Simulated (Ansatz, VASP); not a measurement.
**SrO in VASP and in Ansatz**

```
Sr O
1.0
     4.27003    0.00000    0.00000
    -2.13502    3.69796    0.00000
     0.00000    0.00000    5.14445
Sr O
2 2
Direct
  0.33333 0.66667 0.93750
  0.66667 0.33333 0.43750
  0.33333 0.66667 0.43750
  0.66667 0.33333 0.93750
```

Alike in both runs: task single point; functional r2SCAN; k mesh 6 × 6 × 4; no spin polarisation.

```csv
,VASP,Ansatz
version,VASP 6.6.1,Ansatz 0.2.0
potentials or method,"VASP PAW PBE potentials, release 64 (Sr_sv, O)","plane waves, PAW"
plane-wave cutoff (eV),520,500
occupations,"gaussian, width 0.01 eV",fixed
valence electrons in the cell,32,32
```

|  | VASP | Ansatz | Ansatz less VASP |
| --- | --- | --- | --- |
| gap on the k mesh at the Fermi level (eV) | 3.02 | 3.03 | +0.010 |

VASP's potentials were made for PBE, not for r2SCAN.
